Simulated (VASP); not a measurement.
# BaTiO3 (P4mm) in VASP: a series of runs

Runs on BaTiO3. Level: r2SCAN. Tasks: single point.

Program: VASP 6.6.1. These are calculated values, not measurements. Logs are shortened: lines on timing, memory, paths and dates and some standing lists are left out, and cuts for length are marked.

**1. The cell of the first run**

Symmetry: P4mm, No. 99, tetragonal system. Conventional cell: a = 3.972 Å, b = 3.972 Å, c = 4.113 Å, α = 90.00°, β = 90.00°, γ = 90.00°. Within 3.7 Å of Ba (site symmetry 4mm) lie 12 O at 2.79 to 2.92 Å and 8 Ti at 3.44 to 3.53 Å. Within 2.4 Å of Ti (site symmetry 4mm) lie 6 O at 1.82 to 2.29 Å. Within 2.4 Å of O (site symmetry 4mm) lie 2 Ti at 1.82 to 2.29 Å. O (site symmetry 2mm) has 2 Ti at 1.99 Å within 2.6 Å.

**2. Single point, r2SCAN**

The input, POSCAR:

```
BaTiO3
1.0
    3.9722429587      0.0000000000      0.0000000000
    0.0000000000      3.9722429587      0.0000000000
    0.0000000000      0.0000000000      4.1126030896
Ba Ti O
1 1 3
Direct
    0.0000000000      0.0000000000     -0.0044083816
    0.5000000000      0.5000000000      0.4775034193
    0.5000000000      0.5000000000      0.0345908367
    0.5000000000      0.0000000000      0.5176570628
    0.0000000000      0.5000000000      0.5176570628
```

The input, INCAR.step1:

```
ALGO = Normal
EDIFF = 1E-5
ENCUT = 660
GGA = PE
GGA_COMPAT = False
ISMEAR = 0
LASPH = True
LCHARG = False
LREAL = False
LWAVE = True
NBANDS = 28
NELM = 120
PREC = Accurate
SIGMA = 0.02
```

The input, INCAR.step2:

```
ALGO = Normal
EDIFF = 1E-6
ENCUT = 660
GGA_COMPAT = False
ISIF = 2
ISMEAR = 0
ISTART = 1
LASPH = True
LCHARG = False
LMIXTAU = True
LREAL = False
LWAVE = False
METAGGA = R2SCAN
NBANDS = 28
NELM = 120
PREC = Accurate
SIGMA = 0.02
```

The input, KPOINTS:

```
k-points
0
Gamma
  8 8 8
```

Potentials or basis: VASP PAW PBE potentials, release 64 (Ba_sv, Ti_sv, O).

Launch:

```console
$ cat potpaw_PBE.64/Ba_sv/POTCAR potpaw_PBE.64/Ti_sv/POTCAR potpaw_PBE.64/O/POTCAR > POTCAR
$ cp INCAR.step1 INCAR
$ mpirun -np 1 vasp_std > vasp.out
$ cp INCAR.step2 INCAR
$ mpirun -np 1 vasp_std > vasp.out
```

OUTCAR:

```text
EDIFF = 1E-6
   ENCUT = 660
   ISIF = 2
   ISMEAR = 0
   ISTART = 1
   LASPH = True
   LREAL = False
   METAGGA = R2SCAN
   NELM = 120
   PREC = Accurate

 ion  position               nearest neighbor table
   1  0.000  0.000  0.996-   4 2.79   5 2.79   5 2.79   4 2.79   3 2.81   3 2.81   3 2.81   3 2.81
                             4 2.92   5 2.92   5 2.92   4 2.92   2 3.44   2 3.44   2 3.44   2 3.44
   2  0.500  0.500  0.478-   3 1.82   4 1.99   5 1.99   4 1.99   5 1.99   3 2.29   1 3.44   1 3.44
                             1 3.44   1 3.44   1 3.53   1 3.53   1 3.53   1 3.53
   3  0.500  0.500  0.035-   2 1.82   2 2.29   1 2.81   1 2.81   1 2.81   1 2.81
   4  0.500  0.000  0.518-   2 1.99   2 1.99   1 2.79   1 2.79   1 2.92   1 2.92
   5  0.000  0.500  0.518-   2 1.99   2 1.99   1 2.79   1 2.79   1 2.92   1 2.92

  LATTYP: Found a simple tetragonal cell.
 ALAT       =     3.9722429587
 C/A-ratio  =     1.0353352331

  Lattice vectors:

 A1 = (   3.9722429587,   0.0000000000,   0.0000000000)
 A2 = (   0.0000000000,   3.9722429587,   0.0000000000)
 A3 = (   0.0000000000,   0.0000000000,   4.1126030896)

Analysis of symmetry for initial positions (statically):
=====================================================================
 Subroutine PRICEL returns:
 Original cell was already a primitive cell.

 Routine SETGRP: Setting up the symmetry group for a
 simple tetragonal supercell.

 Subroutine GETGRP returns: Found  8 space group operations
 (whereof  8 operations were pure point group operations)
 out of a pool of 16 trial point group operations.

The static configuration has the point symmetry C_4v.

Analysis of symmetry for dynamics (positions and initial velocities):
=====================================================================
 Subroutine PRICEL returns:
 Original cell was already a primitive cell.

 Routine SETGRP: Setting up the symmetry group for a
 simple tetragonal supercell.

 Subroutine GETGRP returns: Found  8 space group operations
 (whereof  8 operations were pure point group operations)
 out of a pool of 16 trial point group operations.

The dynamic configuration has the point symmetry C_4v.

 Subroutine INISYM returns: Found  8 space group operations
 (whereof  8 operations are pure point group operations),
 and found     1 'primitive' translations

[... 100 lines left out ...]
   EDIFF  = 0.1E-05   stopping-criterion for ELM
   LREAL  =      F    real-space projection
   EDIFFG = 0.1E-04   stopping-criterion for IOM
   NSW    =      0    number of steps for IOM
   IBRION =     -1    ionic relax: 0-MD 1-quasi-New 2-CG
   NFREE  =      0    steps in history (QN), initial steepest desc. (CG)
   ISIF   =      2    stress and relaxation
   ISYM   =      2    0-nonsym 1-usesym 2-fastsym
   POTIM  = 0.5000    time-step for ionic-motion
   TEBEG  =    0.0;   TEEND  =   0.0 temperature during run
   PSTRESS=    0.0 pullay stress
   NELECT =      40.0000    total number of electrons
   NUPDOWN=      -1.0000    fix difference up-down
   EMIN   =  10.00;   EMAX   =-10.00  energy-range for DOS
   EFERMI =   0.00;   METHOD = LEGACY
   ISMEAR =     0;   SIGMA  =   0.02  broadening in eV -4-tet -1-fermi 0-gaus
   EFERMI_NEDOS =   21; number of points for ismear=-14 and -15
   IALGO  =     38    algorithm
   IMIX   =      4    mixing-type and parameters
     AMIX     =   0.40;   BMIX     =  1.00
     AMIX_MAG =   1.60;   BMIX_MAG =  1.00
  volume/ion in A,a.u.               =      12.98        87.58
  Fermi-wavevector in a.u.,A,eV,Ry     =   1.393260  2.632879 26.411251  1.941172
  Thomas-Fermi vector in A             =   2.516923
   LORBIT       =      0    0 simple, 1 ext, 2 COOP (PROOUT), +10 PAW based schemes
   METAGGA = R2SCAN    functional components
   LHFCALC =     F    Hartree Fock is set to
   AEXX    =    0.0000 exact exchange contribution
   IVDW    =     0    specifies the selected vdW correction
   LEPSILON=     F    determine dielectric tensor
   LRPA    =     F    only Hartree local field effects (RPA)
 non-spin polarized calculation
 Gauss-broadening in eV      SIGMA  =   0.02
  energy-cutoff  :      660.00
  volume of cell :       64.89
 maximum number of plane-waves:      2541
 NGX is ok and might be reduce to    36
   NGX = 17   NGY = 17   NGZ = 17

 number of electron      40.0000000 magnetization

 Free energy of the ion-electron system (eV)
  ---------------------------------------------------
  ext. energy  EPLUGINS =         0.00000000
  ---------------------------------------------------
  free energy    TOTEN  =       -74.27466287 eV

  energy without entropy =      -74.27466287  energy(sigma->0) =      -74.27466287

 E-fermi :   3.7345     XC(G=0): -11.8310

 val. band max:        3.5964192712   @ k =   0.5000   0.5000   0.5000
 cond. band min:       5.8077452363   @ k =   0.0000   0.0000   0.0000
 fundamental gap:      2.2113259650
 Fermi energy:         3.7344951662

 k-point     1 :       0.0000    0.0000    0.0000
  band No.  band energies     occupation
      1     -55.2059      2.00000
      2     -30.4753      2.00000
      3     -30.3602      2.00000
      4     -30.3602      2.00000
      5     -22.1106      2.00000
      6     -14.3968      2.00000
[... 733 lines left out ...]
     27      12.0026      0.00000
     28      12.8214      0.00000

 [... further k-points ...]

------------------------ aborting loop because EDIFF is reached ----------------------------------------

  FORCE on cell =-STRESS in cart. coord.  units (eV):
  Direction    XX          YY          ZZ          XY          YZ          ZX
  --------------------------------------------------------------------------------------
  -------------------------------------------------------------------------------------
  Total        0.6823254      0.6823254      0.7423499      0.0000000      0.0000000      0.0000000
  in kB       16.8466571     16.8466571     18.3286643      0.0000000      0.0000000      0.0000000
  external PRESSURE =      17.3406595 kB  Pullay stress =       0.0000000 kB

 VOLUME and BASIS-vectors are now :
 -----------------------------------------------------------------------------
  energy-cutoff  :      660.00
  volume of cell :       64.89
      direct lattice vectors                 reciprocal lattice vectors
     3.972242959  0.000000000  0.000000000     0.251746938  0.000000000  0.000000000
     0.000000000  3.972242959  0.000000000     0.000000000  0.251746938  0.000000000
     0.000000000  0.000000000  4.112603090     0.000000000  0.000000000  0.243154999

 POSITION                                       TOTAL-FORCE (eV/Angst)
 -----------------------------------------------------------------------------------
      0.00000      0.00000      4.09447        -0.000000     -0.000000      0.028140
      1.98612      1.98612      1.96378         0.000000      0.000000      0.162913
      1.98612      1.98612      0.14226        -0.000000     -0.000000     -0.154403
      1.98612      0.00000      2.12892        -0.000000     -0.000000     -0.018325
      0.00000      1.98612      2.12892        -0.000000     -0.000000     -0.018325
 -----------------------------------------------------------------------------------
    total drift:                                0.000000      0.000000      0.009278

  FREE ENERGIE OF THE ION-ELECTRON SYSTEM (eV)
  ---------------------------------------------------
  free  energy   TOTEN  =       -74.2746628674 eV

  energy  without entropy=      -74.2746628674  energy(sigma->0) =      -74.27466287
```

OSZICAR.step1:

```text
N       E                     dE             d eps       ncg     rms          rms(c)
DAV:   1     0.490042365671E+03    0.49004E+03   -0.23926E+04  4200   0.184E+03
DAV:   2     0.624382413280E+01   -0.48380E+03   -0.45957E+03  4572   0.475E+02
DAV:   3    -0.476754329135E+02   -0.53919E+02   -0.53220E+02  5696   0.150E+02
DAV:   4    -0.506094219801E+02   -0.29340E+01   -0.29276E+01  6584   0.300E+01
DAV:   5    -0.506891273279E+02   -0.79705E-01   -0.79685E-01  5504   0.414E+00    0.236E+01
DAV:   6    -0.402126347558E+02    0.10476E+02   -0.55766E+01  6076   0.680E+01    0.100E+01
DAV:   7    -0.401891940676E+02    0.23441E-01   -0.10805E+01  5688   0.245E+01    0.712E+00
DAV:   8    -0.400133641424E+02    0.17583E+00   -0.61365E-01  5196   0.727E+00    0.366E+00
DAV:   9    -0.400473650386E+02   -0.34001E-01   -0.35335E-01  6108   0.519E+00    0.154E+00
DAV:  10    -0.400250261052E+02    0.22339E-01   -0.13451E-01  5008   0.383E+00    0.528E-01
DAV:  11    -0.400222569847E+02    0.27691E-02   -0.11506E-02  6048   0.768E-01    0.192E-01
DAV:  12    -0.400218166720E+02    0.44031E-03   -0.20542E-03  5272   0.336E-01    0.371E-02
DAV:  13    -0.400218280921E+02   -0.11420E-04   -0.16936E-04  5340   0.109E-01    0.243E-02
DAV:  14    -0.400218245474E+02    0.35446E-05   -0.47526E-05  4708   0.569E-02
   1 F= -.40021825E+02 E0= -.40021825E+02  d E =-.382385E-16
```

It took 15 min on 1 thread of Oxide Virtual Turin-like, shared host; peak memory 0.32 GiB.

Results:

* Free energy: -74.2747 eV
* Pressure: 1.7 GPa
* Largest force: 0.163 eV/Å
* Band gap on the k mesh: 2.21 eV (least direct gap 2.71 eV)

Forces on the atoms (eV/Å):
```
Ba   0.000  0.000  0.028
Ti   0.000  0.000  0.163
O    0.000  0.000 -0.154
O    0.000  0.000 -0.018
O    0.000  0.000 -0.018
```

Stress tensor (GPa, compression positive):
```
1.68 0.00 0.00
0.00 1.68 0.00
0.00 0.00 1.83
```

Caveat: the PAW data sets were made with another functional, which shifts forces and pressure a little; spin-orbit coupling is left out, which moves the levels of the heavy elements.

**3. Single point, r2SCAN**

POSCAR is that of step 2.

The input, INCAR.step1:

```
SYSTEM = BaTiO3
PREC = Accurate ; ENCUT = 660
ISMEAR = 0 ; SIGMA = 0.02
LREAL = .False. ; LASPH = .True.
NELM = 120 ; NBANDS = 28
GGA = PE ; ALGO = Normal
EDIFF = 1E-5 ; LWAVE = .True.
LCHARG = .False. ; GGA_COMPAT = .False.
```

The input, INCAR.step2:

```
SYSTEM = BaTiO3
PREC = Accurate ; ENCUT = 660
EDIFF = 1E-6 ; ISMEAR = 0
SIGMA = 0.02 ; LREAL = .False.
LASPH = .True. ; NELM = 120
ALGO = Normal ; ISIF = 2
LWAVE = .False. ; LCHARG = .False.
METAGGA = R2SCAN ; LMIXTAU = .True.
NBANDS = 28 ; ISTART = 1
GGA_COMPAT = .False.
```

The input, KPOINTS:

```
regular mesh
0
Gamma
  8 8 8
  0 0 0
```

Potentials or basis: VASP PAW PBE potentials, release 64 (Ba_sv, Ti_sv, O).

Launch:

```console
$ cat potpaw_PBE.64/Ba_sv/POTCAR potpaw_PBE.64/Ti_sv/POTCAR potpaw_PBE.64/O/POTCAR > POTCAR
$ cp INCAR.step1 INCAR
$ mpirun -np 1 vasp_std > vasp.out
$ cp INCAR.step2 INCAR
$ mpirun -np 1 vasp_std > vasp.out
```

Wall time 18 min (1 thread of Oxide Virtual Turin-like, shared host); peak memory 0.32 GiB.

It converged, with:

```
Free energy            : -74.2747 eV
Pressure               : 1.7 GPa
Largest force          : 0.163 eV/Å
Band gap on the k mesh : 2.21 eV (least direct gap 2.71 eV)
```

Forces in eV/Å, atoms in the order of the input:
```
Ba   0.000  0.000  0.028
Ti   0.000  0.000  0.163
O    0.000  0.000 -0.154
O    0.000  0.000 -0.018
O    0.000  0.000 -0.018
```

Stress tensor (GPa, compression positive):
```
1.68 0.00 0.00
0.00 1.68 0.00
0.00 0.00 1.83
```

Levels at points of the mesh, in eV from the valence-band top:
```tsv
k point	band 17	band 18	band 19	band 20	band 21	band 22	band 23	band 24
(0.00, 0.00, 0.00)	-1.32	-0.73	-0.50	-0.50	2.21	2.69	2.69	4.38
(0.50, 0.00, 0.00)	-1.95	-1.72	-1.41	-1.22	2.79	3.90	3.98	4.46
(0.50, 0.50, 0.00)	-2.02	-1.13	-1.13	-0.07	4.01	4.01	4.39	4.78
(0.00, 0.00, 0.50)	-2.05	-2.03	-0.77	-0.77	2.35	3.90	3.90	4.37
(0.50, 0.00, 0.50)	-1.87	-1.10	-1.04	-0.42	3.92	3.94	4.25	5.25
(0.50, 0.50, 0.50)	-2.60	-0.34	-0.34	0.00	4.50	4.50	4.59	6.83
```

Caveat: the PAW data sets were made with another functional, which shifts forces and pressure a little; spin-orbit coupling is left out, which moves the levels of the heavy elements.
